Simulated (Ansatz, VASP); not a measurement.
MgH2 in VASP and in Ansatz

The input INCAR:

```
SYSTEM = MgH2
PREC = Accurate
ENCUT = 600
EDIFF = 1E-7
ISMEAR = 0
SIGMA = 0.01
LREAL = .FALSE.
LASPH = .TRUE.
NELM = 60
ALGO = Normal
ISIF = 3
LWAVE = .FALSE.
LCHARG = .FALSE.
GGA = PE
IBRION = 2
NSW = 80
EDIFFG = -0.001
```

File KPOINTS:

```
Automatic mesh
0
G
  8 8 8
  0 0 0
```

POSCAR

```
MgH2
1.0
   -1.9041682961      1.9041682961      4.7322955713
    1.9041682961     -1.9041682961      4.7322955713
    1.9041682961      1.9041682961     -4.7322955713
Mg H
2 4
Direct
    0.0000000000      0.0000000000      0.0000000000
    0.7500000000      0.2500000000      0.5000000000
    0.7899169545      0.7899169545      0.0000000000
    0.9600830455      0.4600830455      0.5000000000
    0.5399169545      0.0399169545      0.5000000000
    0.2100830455      0.2100830455      0.0000000000
```

Input for Ansatz:

```yaml
crystal:
  lattice:
    - [-1.9041682961, 1.9041682961, 4.7322955713]
    - [1.9041682961, -1.9041682961, 4.7322955713]
    - [1.9041682961, 1.9041682961, -4.7322955713]
  atoms:
    - { symbol: Mg, position: [0.0, 0.0, 0.0] }
    - { symbol: Mg, position: [0.75, 0.25, 0.5] }
    - { symbol: H, position: [0.7899169545, 0.7899169545, 0.0] }
    - { symbol: H, position: [0.9600830455, 0.4600830455, 0.5] }
    - { symbol: H, position: [0.5399169545, 0.0399169545, 0.5] }
    - { symbol: H, position: [0.2100830455, 0.2100830455, 0.0] }
basis:
  ecutwfc: 420
kpoints:
  mp_grid: { grid: [8, 8, 8] }
hamiltonian:
  xc: pbe
scf:
  occupations: { method: fixed }
output:
  forces: true
  stress: true
  eigenvalues: true
relax:
  adjacent_minimum: "off"
  f_tol: 0.001
  max_steps: 60
  cell: { stress_tol: 0.01 }
```

Alike in both runs: task relaxation of cell and atoms; functional PBE; k mesh 8 × 8 × 8; no spin polarisation.

```csv
,VASP,Ansatz
version,VASP 6.6.1,Ansatz 0.2.0
potentials or method,"VASP PAW PBE potentials, release 64 (Mg, H), cutoff 600 eV","scalar-relativistic, plane waves, PAW"
occupations,"gaussian, width 0.01 eV",fixed
valence electrons in the cell,8,24
```

Ansatz gave:

- gap on the k mesh at the Fermi level, each at its own relaxed structure (eV): 3.52
- relaxed volume (Å³/atom): 11.44
- relaxed cell length with the largest relative difference (Å): 5.442

What did VASP give for the same quantities?

gap on the k mesh at the Fermi level, each at its own relaxed structure (eV): 3.52; relaxed volume (Å³/atom): 11.39; relaxed cell length with the largest relative difference (Å): 5.433.

VASP's potentials hold 8 valence electrons a cell and Ansatz's 24, so a difference there can come from the potentials and not from the codes.
